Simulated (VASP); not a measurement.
Here is a VASP 6.6.1 calculation.

Contents of POSCAR:

```
BaTiO3
1.0
    3.7506810357      0.0000000000      0.0000000000
    0.0000000000      3.7506810357      0.0000000000
    0.0000000000      0.0000000000      3.7506810357
Ba Ti O
1 1 3
Direct
    0.5000000000      0.5000000000      0.5000000000
    0.0000000000      0.0000000000      0.0000000000
    0.5000000000      0.0000000000      0.0000000000
    0.0000000000      0.5000000000      0.0000000000
    0.0000000000      0.0000000000      0.5000000000
```

The input INCAR.step1:

```
SYSTEM = BaTiO3
ALGO = Normal ; EDIFF = 1E-4
ENCUT = 600 ; GGA = PE
ISMEAR = 0 ; LASPH = .True.
LCHARG = .False. ; LREAL = .False.
LWAVE = .True. ; NELM = 100
PREC = Accurate ; SIGMA = 0.02
```

Contents of INCAR.step2:

```
SYSTEM = BaTiO3
ALGO = Normal ; EDIFF = 1E-6
EDIFFG = -0.008 ; ENCUT = 600
IBRION = 2 ; ISIF = 3
ISMEAR = 0 ; ISTART = 1
LASPH = .True. ; LCHARG = .False.
LMIXTAU = .True. ; LREAL = .False.
LWAVE = .False. ; METAGGA = R2SCAN
NELM = 100 ; NSW = 70
PREC = Accurate ; PSTRESS = 500.0
SIGMA = 0.02
```

Contents of KPOINTS:

```
k-points
0
Gamma
  8 8 8
  0 0 0
```

Potentials or basis: VASP PAW PBE potentials, release 64 (Ba_sv, Ti_sv, O).

The run is started by

```sh
$ cat potpaw_PBE.64/Ba_sv/POTCAR potpaw_PBE.64/Ti_sv/POTCAR potpaw_PBE.64/O/POTCAR > POTCAR
$ cp INCAR.step1 INCAR
$ mpirun -np 1 vasp_std > vasp.out
$ cp INCAR.step2 INCAR
$ mpirun -np 1 vasp_std > vasp.out
```

Q: Predict the band gap on the k mesh.

A: 2.45 eV.

Q: Estimate the relaxed cell.

A: a = 3.769 Å, b = 3.769 Å, c = 3.769 Å, α = 90.00°, β = 90.00°, γ = 90.00°.

Q: Estimate the space group after relaxing (to 0.1 Å).

A: Pm-3m (No. 221).

Q: Predict the relaxed volume.

A: 10.71 Å³/atom.

Final structure:
```
CELL_PARAMETERS angstrom
3.76896 0.00000 0.00000
0.00000 3.76896 0.00000
0.00000 0.00000 3.76896
ATOMIC_POSITIONS crystal
Ba 0.50000 0.50000 0.50000
Ti 0.00000 0.00000 0.00000
O 0.50000 0.00000 0.00000
O 0.00000 0.50000 0.00000
O 0.00000 0.00000 0.50000
```

Caveat: the cell is relaxed towards a set pressure, so the run minimises the enthalpy, not the energy; the PAW data sets were made with another functional, which shifts forces and pressure a little; spin-orbit coupling is left out, which moves the levels of the heavy elements. A k mesh can miss the band edges.
